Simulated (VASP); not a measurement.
HfSiO4: single point with PBEsol

HfSiO4:

```
CELL_PARAMETERS angstrom
-1.85711 1.85711 4.90090
1.85711 -1.85711 4.90090
1.85711 1.85711 -4.90090
ATOMIC_POSITIONS crystal
Si 0.00000 0.00000 0.00000
Hf 0.75000 0.25000 0.50000
O 0.97050 0.47050 0.50000
O 0.17785 0.17785 0.00000
O 0.52950 0.02950 0.50000
O 0.82215 0.82215 0.00000
```

```
Program             : VASP 6.6.1
Task                : single point
Functional          : PBEsol
Potentials or basis : VASP PAW PBE potentials, release 64 (Si, Hf_pv, O)
Cutoff              : 520 eV
k mesh              : 8 × 8 × 8
Occupations         : fermi-dirac, width 0.02 eV
Spin                : no spin polarisation
```

```yaml
Pressure: -1.1 GPa
Largest_force: 0.159 eV/Å
Band_gap_on_the_k_mesh: 3.97 eV (least direct gap 3.98 eV)
```

Forces on the atoms (eV/Å):
```
Si   0.000  0.000  0.000
Hf   0.000  0.000  0.000
O    0.000  0.000 -0.109
O    0.000  0.000  0.159
O    0.000  0.000  0.109
O    0.000  0.000 -0.159
```

Stress tensor (GPa, compression positive):
```
-1.03  0.00  0.00
 0.00 -1.03  0.00
 0.00  0.00 -1.20
```

Levels at points of the mesh, in eV from the valence-band top:
| k point | band 15 | band 16 | band 17 | band 18 | band 19 | band 20 | band 21 | band 22 | band 23 | band 24 |
| --- | --- | --- | --- | --- | --- | --- | --- | --- | --- | --- |
| (0.00, 0.00, 0.00) | -2.41 | -2.41 | -1.26 | -0.52 | -0.52 | 4.03 | 4.36 | 6.90 | 7.49 | 7.59 |
| (0.50, 0.00, 0.00) | -2.55 | -2.21 | -1.44 | -1.36 | -1.02 | 4.47 | 5.28 | 6.88 | 7.09 | 7.77 |
| (0.50, 0.50, 0.00) | -2.72 | -2.48 | -1.96 | -1.03 | 0.00 | 4.18 | 4.24 | 6.59 | 7.78 | 7.78 |
| (0.50, 0.50, 0.50) | -2.17 | -2.17 | -1.59 | -0.36 | -0.36 | 4.08 | 4.97 | 6.04 | 7.22 | 7.56 |

Run time: 2.6 min on 1 thread of Intel(R) Xeon(R) Platinum 8259CL CPU @ 2.50GHz (Skylake/Cascade Lake), with other jobs on the host, peak memory 0.31 GiB.

Caveat: the PAW data sets were made with another functional, which shifts forces and pressure a little; spin-orbit coupling is left out, which moves the levels of the heavy elements. A k mesh can miss the band edges.
